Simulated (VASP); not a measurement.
# Be (P1) in VASP: notebook

The runs below take Be through single point, with PBEsol.

Everything below comes from runs of VASP 6.6.1. Logs are shortened: lines on timing, memory, paths and dates and some standing lists are left out, and cuts for length are marked.

## 1. The cell of the first run

The typed cell holds 36 atoms: a = 7.023 Å, b = 7.023 Å, c = 7.126 Å, α = 90.00°, β = 90.00°, γ = 120.00°.

## 2. Single point, PBEsol

The input, INCAR:

```
SYSTEM = Be
ALGO = Normal ; EDIFF = 1E-6
ENCUT = 520 ; GGA = PS
ISIF = 2 ; ISMEAR = -1
LASPH = .TRUE. ; LCHARG = .TRUE.
LELF = .TRUE. ; LREAL = Auto
LVHAR = .TRUE. ; LWAVE = .FALSE.
NBANDS = 60 ; NELM = 60
PREC = Accurate ; SIGMA = 0.17
```

The input, KPOINTS:

```
k-points
0
G
  2 2 2
  0 0 0
```

The input, POSCAR:

```
Be
1.0
    7.0225550000      0.0000000000      0.0000000000
   -3.5112770000      6.0817110000      0.0000000000
    0.0000000000      0.0000000000      7.1262560000
Be
36
Direct
    0.0330453272      0.0152259783     -0.0463637568
    0.1815625906      0.2452763704      0.2628027957
    0.0391723861      0.0140092155      0.4680438087
    0.1175002221      0.2227827005      0.7187785564
   -0.0042821929      0.3335903334     -0.0102578409
    0.1681999287      0.5896695848      0.2070792854
    0.0413425889      0.3804685885      0.4801539546
    0.1311885181      0.5662551213      0.7419744674
    0.0120612658      0.6474000491     -0.0198982467
    0.1676302737      0.9196918433      0.2235676069
    0.0371380035      0.7121351212      0.4795084544
    0.1464044482      0.8878915818      0.7379751724
    0.3924099789      0.0168373670     -0.0363444704
    0.4344183160      0.1923307438      0.2474932138
    0.3858457000     -0.0001644274      0.4663318298
    0.4346456913      0.2192146256      0.7202239156
    0.3551126372      0.3605235435      0.0180038438
    0.4751382618      0.5596780248      0.2526572158
    0.3774891008      0.3092715191      0.4473457030
    0.4780007638      0.5708426461      0.7655352264
    0.3782234963      0.7059526505     -0.0083915032
    0.4789530829      0.8814953555      0.2263460645
    0.3539794685      0.6596005631      0.4957301562
    0.5053651569      0.8916569696      0.7498467639
    0.7286755086      0.0660340486     -0.0126574179
    0.7948880569      0.1980034895      0.2362671226
    0.6851961254      0.0313069792      0.4691383526
    0.7471652367      0.1811332370      0.7430409460
    0.6987252516      0.3457250764      0.0282336194
    0.8006335001      0.5539559509      0.2575125003
    0.7070968806      0.3375201485      0.4872825225
    0.7970528831      0.5499274793      0.7412728367
    0.6755508480      0.6547170689     -0.0129942006
    0.7790505007      0.8654472401      0.2631816763
    0.6981070480      0.6718339625      0.4830867709
    0.8284601467      0.9014404006      0.7512359926
```

Potentials or basis: VASP PAW PBE potentials, release 64 (Be).

On the command line:

```sh
$ cat potpaw_PBE.64/Be/POTCAR > POTCAR
$ mpirun -np 1 vasp_std > vasp.out
```

OUTCAR:

```text
SYSTEM = Be
   EDIFF = 1E-6
   ENCUT = 520
   GGA = PS
   ISIF = 2
   ISMEAR = -1
   LASPH = .TRUE.
   LREAL = Auto
   NELM = 60
   PREC = Accurate

 ion  position               nearest neighbor table
   1  0.033  0.015  0.954-  36 1.91   4 2.10  12 2.12  25 2.35  10 2.38
   2  0.182  0.245  0.263-  19 1.79  14 1.99   3 2.04  17 2.05  18 2.14  10 2.26   7 2.28
   3  0.039  0.014  0.468-   2 2.04  11 2.11  34 2.16   4 2.20  10 2.21  19 2.24
   4  0.118  0.223  0.719-   1 2.10  36 2.16   3 2.20   7 2.24  16 2.24   8 2.37
   5  0.996  0.334  0.990-  25 1.88  29 2.15   9 2.15  26 2.15   6 2.22   8 2.27  28 2.33
   6  0.168  0.590  0.207-  21 2.00   9 2.10  22 2.12   5 2.22  18 2.29  10 2.32   7 2.33  23 2.35
[... 19 lines left out ...]
  17  0.355  0.361  0.018-   2 2.05  18 2.07  33 2.18  20 2.21  14 2.24  21 2.36
  18  0.475  0.560  0.253-  19 2.07  17 2.07  35 2.13   2 2.14  34 2.14  23 2.19  33 2.25  22 2.25
                             6 2.29  30 2.31  21 2.38
  19  0.377  0.309  0.447-  14 1.79   2 1.79  18 2.07  16 2.14  15 2.21  31 2.24   3 2.24
  20  0.478  0.571  0.766-  33 1.99  21 2.16  24 2.17  17 2.21  23 2.32  32 2.32  16 2.35
  21  0.378  0.706  0.992-  22 1.99   6 2.00  24 2.07  13 2.14  20 2.16  33 2.29   8 2.33  17 2.36
                            18 2.38
  22  0.479  0.881  0.226-  21 1.99   6 2.12  15 2.14  27 2.16  34 2.18  26 2.22  18 2.25  13 2.31
                            25 2.32  10 2.33  23 2.35  14 2.36
  23  0.354  0.660  0.496-   7 2.09  18 2.19   8 2.22  15 2.30  24 2.31  20 2.32  22 2.35   6 2.35
                            35 2.38
  24  0.505  0.892  0.750-  28 1.89  21 2.07  13 2.10  20 2.17  25 2.21  36 2.24  27 2.31  23 2.31

  25  0.729  0.066  0.987-   5 1.88  28 1.90  26 1.95  29 2.10  24 2.21  13 2.22  22 2.32  36 2.34
                             1 2.35
  26  0.795  0.198  0.236-  25 1.95  27 1.95  29 2.10   5 2.15  22 2.22  31 2.27  34 2.29   7 2.33
[... 17 lines left out ...]
  36  0.828  0.901  0.751-   1 1.91   4 2.16  24 2.24  33 2.26  12 2.28  28 2.30  25 2.34  32 2.37
                            35 2.37

  LATTYP: Found a hexagonal cell.
 ALAT       =     7.0225550000
 C/A-ratio  =     1.0147668477

  Lattice vectors:

 A1 = (   7.0225550000,   0.0000000000,   0.0000000000)
 A2 = (  -3.5112770000,   6.0817110000,   0.0000000000)
 A3 = (   0.0000000000,   0.0000000000,   7.1262560000)

Analysis of symmetry for initial positions (statically):
=====================================================================
 Subroutine PRICEL returns:
 Original cell was already a primitive cell.

 Routine SETGRP: Setting up the symmetry group for a
 hexagonal supercell.

 Subroutine GETGRP returns: Found  1 space group operations
 (whereof  1 operations were pure point group operations)
 out of a pool of 24 trial point group operations.

[... 173 lines left out ...]
   POTIM  = 0.5000    time-step for ionic-motion
   TEBEG  =    0.0;   TEEND  =   0.0 temperature during run
   PSTRESS=    0.0 pullay stress
   NELECT =      72.0000    total number of electrons
   NUPDOWN=      -1.0000    fix difference up-down
   EMIN   =  10.00;   EMAX   =-10.00  energy-range for DOS
   EFERMI =   0.00;   METHOD = LEGACY
   ISMEAR =    -1;   SIGMA  =   0.17  broadening in eV -4-tet -1-fermi 0-gaus
   EFERMI_NEDOS =   21; number of points for ismear=-14 and -15
   IALGO  =     38    algorithm
   IMIX   =      4    mixing-type and parameters
     AMIX     =   0.40;   BMIX     =  1.00
     AMIX_MAG =   1.60;   BMIX_MAG =  1.00
  volume/ion in A,a.u.               =       8.45        57.05
  Fermi-wavevector in a.u.,A,eV,Ry     =   1.012492  1.913332 13.947874  1.025140
  Thomas-Fermi vector in A             =   2.145604
   LORBIT       =      0    0 simple, 1 ext, 2 COOP (PROOUT), +10 PAW based schemes
   GGA     = PS    functional components
   LHFCALC =     F    Hartree Fock is set to
   AEXX    =    0.0000 exact exchange contribution
   IVDW    =     0    specifies the selected vdW correction
   LEPSILON=     F    determine dielectric tensor
   LRPA    =     F    only Hartree local field effects (RPA)
 non-spin polarized calculation
  energy-cutoff  :      520.00
  volume of cell :      304.36
 maximum number of plane-waves:      8229
 NGX is ok and might be reduce to    54
   NGX = 27   NGY = 27   NGZ = 27

 number of electron      72.0000000 magnetization

 Free energy of the ion-electron system (eV)
  ---------------------------------------------------
  ext. energy  EPLUGINS =         0.00000000
  ---------------------------------------------------
  free energy    TOTEN  =      -135.41613908 eV

  energy without entropy =     -135.00977492  energy(sigma->0) =     -135.21295700

 E-fermi :   6.0137     XC(G=0): -10.3600

 val. band max:        5.9626129705   @ k =   0.0000   0.5000   0.0000
 cond. band min:       6.1261587272   @ k =   0.0000   0.0000   0.0000
 fundamental gap:      0.1635457567
 Fermi energy:         6.0136733535

 k-point     1 :       0.0000    0.0000    0.0000
  band No.  band energies     occupation
      1      -4.5466      2.00000
      2      -2.5532      2.00000
      3      -2.2747      2.00000
      4      -1.7627      2.00000
      5      -1.6615      2.00000
      6      -1.5822      2.00000
[... 397 lines left out ...]
     47       8.7548      0.00000
     48       8.9373      0.00000
 [bands above 48 left out]

------------------------ aborting loop because EDIFF is reached ----------------------------------------

  FORCE on cell =-STRESS in cart. coord.  units (eV):
  Direction    XX          YY          ZZ          XY          YZ          ZX
  --------------------------------------------------------------------------------------
  -------------------------------------------------------------------------------------
  Total       -8.7816686      1.3954042      4.5656176      3.4644936      1.1085216      2.1860901
  in kB      -46.2280183      7.3456169     24.0340945     18.2376130      5.8354239     11.5079055
  external PRESSURE =      -4.9494356 kB  Pullay stress =       0.0000000 kB

 VOLUME and BASIS-vectors are now :
 -----------------------------------------------------------------------------
  energy-cutoff  :      520.00
  volume of cell :      304.36
      direct lattice vectors                 reciprocal lattice vectors
     7.022555000  0.000000000  0.000000000     0.142398315  0.082213694  0.000000000
    -3.511277000  6.081711000  0.000000000     0.000000000  0.164427412  0.000000000
     0.000000000  0.000000000  7.126256000     0.000000000  0.000000000  0.140326140

 POSITION                                       TOTAL-FORCE (eV/Angst)
 -----------------------------------------------------------------------------------
      0.17860      0.09260      6.79586         0.988629      0.496841      2.669732
      0.41380      1.49170      1.87280        -3.370996     -0.453756     -2.475620
      0.22590      0.08520      3.33540        -0.142456     -0.023697      0.857137
      0.04290      1.35490      5.12220         0.446074      0.849672      0.293233
      5.82115      2.02880      7.05316         1.767917      1.237275     -0.263001
     -0.88930      3.58620      1.47570        -0.477912     -0.904760      1.796164
[... 28 lines left out ...]
      2.54350      4.08590      3.44260        -0.250698     -0.468633      1.607341
      2.65270      5.48230      5.35350        -1.292674     -0.879837     -1.452132
 -----------------------------------------------------------------------------------
    total drift:                                0.001587     -0.002244      0.001205

  FREE ENERGIE OF THE ION-ELECTRON SYSTEM (eV)
  ---------------------------------------------------
  free  energy   TOTEN  =      -135.4161390795 eV

  energy  without entropy=     -135.0097749209  energy(sigma->0) =     -135.21295700
```

OSZICAR:

```text
N       E                     dE             d eps       ncg     rms          rms(c)
DAV:   1     0.884210725124E+02    0.88421E+02   -0.27496E+04   960   0.102E+03
DAV:   2    -0.126493485041E+03   -0.21491E+03   -0.19901E+03  1244   0.181E+02
DAV:   3    -0.138360594527E+03   -0.11867E+02   -0.11546E+02  1208   0.361E+01
DAV:   4    -0.138554587750E+03   -0.19399E+00   -0.19275E+00  1224   0.553E+00
DAV:   5    -0.138557154268E+03   -0.25665E-02   -0.25637E-02  1176   0.493E-01    0.761E+00
DAV:   6    -0.135808360728E+03    0.27488E+01   -0.34949E+00  1092   0.666E+00    0.389E+00
DAV:   7    -0.135471565709E+03    0.33680E+00   -0.14428E+00  1208   0.360E+00    0.174E+00
DAV:   8    -0.135421796035E+03    0.49770E-01   -0.12781E-01  1160   0.123E+00    0.653E-01
DAV:   9    -0.135416615208E+03    0.51808E-02   -0.11339E-02  1216   0.381E-01    0.161E-01
DAV:  10    -0.135416163212E+03    0.45200E-03   -0.86358E-04  1096   0.102E-01    0.375E-02
DAV:  11    -0.135416137031E+03    0.26181E-04   -0.10694E-04  1224   0.314E-02    0.824E-03
DAV:  12    -0.135416138180E+03   -0.11490E-05   -0.10165E-05  1088   0.102E-02    0.234E-03
DAV:  13    -0.135416139079E+03   -0.89943E-06   -0.52371E-07   672   0.246E-03
   1 F= -.13541614E+03 E0= -.13521296E+03  d E =-.406364E+00
```

Run time: 8.3 min. Hardware: 1 thread of Intel Xeon 8259CL, shared host; peak memory 0.41 GiB.

Results:

| Property | Result |
| --- | --- |
| Free energy | -135.4161 eV |
| Pressure | -0.5 GPa |
| Largest force | 5.097 eV/Å |
| Band gap on the k mesh | zero (bands 36 and 37 overlap by 0.94 eV) |

Forces on the atoms (eV/Å):
```
Be   0.989  0.497  2.670
Be  -3.371 -0.454 -2.476
Be  -0.142 -0.024  0.857
Be   0.446  0.850  0.293
Be   1.768  1.237 -0.263
Be  -0.478 -0.905  1.796
Be  -0.323 -1.365 -0.268
Be   0.582 -0.158 -0.442
Be  -0.524  1.203  0.550
Be  -1.030 -1.631 -0.229
Be   0.596 -1.372  0.088
Be  -0.209  0.298 -0.450
Be  -0.620  0.276  0.944
Be   2.899  1.423 -2.821
Be  -1.236 -0.400  1.330
Be   0.822  0.503  0.552
Be   0.216 -0.760 -1.804
Be  -0.158  0.345 -0.471
Be  -0.382  1.725  4.781
Be  -0.271 -0.659 -1.562
Be   0.409 -1.188 -0.701
Be  -0.386  1.013  0.644
Be   0.316  0.584 -0.160
Be  -1.068 -1.120 -1.063
Be  -0.338 -3.943  0.363
Be   0.283  1.415  0.676
Be   1.736 -1.414  1.472
Be   0.626  3.056 -1.171
Be  -0.548 -0.223 -1.615
Be   0.164  0.537 -0.929
Be  -0.795  0.020  0.158
Be  -0.003  0.074 -0.060
Be   0.946  0.735  0.955
Be   0.625  1.173 -1.801
Be  -0.251 -0.469  1.607
Be  -1.293 -0.880 -1.452
```

Stress tensor (GPa, compression positive):
```
-4.62  1.82  1.15
 1.82  0.73  0.58
 1.15  0.58  2.40
```

Levels at points of the mesh, in eV from the Fermi level:
```csv
k point,band 33,band 34,band 35,band 36,band 37,band 38,band 39,band 40
"(0.00, 0.00, 0.00)",-0.34,-0.20,0.11,0.23,0.31,0.47,0.61,0.71
"(0.50, 0.00, 0.00)",-0.65,-0.48,-0.43,-0.08,1.23,1.25,1.62,1.74
"(0.00, 0.50, 0.00)",-0.61,-0.54,-0.25,-0.05,1.24,1.48,1.59,1.91
"(0.50, 0.50, 0.00)",-0.70,-0.54,-0.22,-0.10,1.18,1.30,1.67,1.74
"(0.00, 0.00, 0.50)",-1.12,-1.06,-0.86,-0.74,-0.71,-0.53,-0.32,-0.24
"(0.50, 0.00, 0.50)",-1.20,-1.08,-1.04,-0.94,1.39,1.52,1.54,1.69
"(0.00, 0.50, 0.50)",-1.20,-1.13,-1.00,-0.64,1.28,1.45,1.58,1.63
"(0.50, 0.50, 0.50)",-1.31,-1.14,-1.03,-0.71,1.40,1.58,1.59,1.80
```

Caveat: the k points lie up to 0.52 Å⁻¹ apart, too coarse for converged energies and pressures of a metal; the atoms stand as in a frame of molecular dynamics; the PAW data sets were made with another functional, which shifts forces and pressure a little.

(Continued in part 2 of 2.)

The gap in the log of VASP goes by the Fermi energy; the results here count the filled bands.